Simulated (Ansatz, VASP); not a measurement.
One calculation of K2Ca, two programs

```
Ca K
1.0
     5.28342    0.00000    0.00000
     0.00000    5.28342    0.00000
     0.00000    0.00000   25.28340
Ca K
1 2
Direct
  0.00000 0.00000 0.39552
  0.50000 0.50000 0.50000
  0.00000 0.00000 0.60448
```

Alike in both runs: task single point; functional PBE; k mesh 8 × 8 × 1; occupations fermi-dirac, width 0.08 eV; no spin polarisation.

```csv
,VASP,Ansatz
version,VASP 6.6.1,Ansatz 0.2.0
potentials or method,"VASP PAW PBE potentials, release 64 (Ca_sv, K_sv), cutoff 520 eV","all-electron LAPW, scalar-relativistic"
```

Ansatz gave:

```
rms of the force components (eV/Å) : 0.083
```

Problem. Which values does VASP return?

Solution. rms of the force components (eV/Å): 0.082.

Atom by atom the forces differ by 0.001 eV/Å (rms over components). Ansatz ran all-electron here, and VASP with PAW potentials.
